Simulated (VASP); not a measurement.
Tc: single point with PBEsol

The system is Tc.

```xyz
2
Lattice="2.6521 0.0000 0.0000 -1.3261 2.2968 0.0000 0.0000 0.0000 4.2540" Properties=species:S:1:pos:R:3 pbc="T T T"
Tc    1.3261    0.7656    3.1905
Tc    0.0000    1.5312    1.0635
```

```json
{"Program": "VASP 6.6.1", "Task": "single point", "Functional": "PBEsol", "Potentials or basis": "VASP PAW PBE potentials, release 64 (Tc_pv)", "Cutoff": "520 eV", "k mesh": "11 × 11 × 6", "Occupations": "fermi-dirac, width 0.05 eV", "Spin": "no spin polarisation", "Dipole correction": "no", "Further INCAR settings": "ALGO = Normal; EDIFF = 1e-07; NBANDS = 20"}
```

* Pressure: 29.3 GPa
* Band gap on the k mesh: zero (bands 13 and 14 overlap by 3.61 eV)

Levels at points of the mesh, in eV from the Fermi level:
| k point | band 10 | band 11 | band 12 | band 13 | band 14 | band 15 | band 16 | band 17 |
| --- | --- | --- | --- | --- | --- | --- | --- | --- |
| (0.00, 0.00, 0.00) | -1.83 | -1.73 | -0.98 | -0.98 | -0.16 | -0.16 | 1.98 | 2.91 |
| (0.00, 0.00, 0.50) | -2.07 | -1.97 | -1.97 | -1.97 | -1.97 | 2.17 | 2.17 | 2.17 |

Wall time 44 s on 1 thread of AMD EPYC 7R13, on a shared host, peak memory 0.12 GiB.

Caveat: the cell stands under pressure; the PAW data sets were made with another functional, which shifts forces and pressure a little.
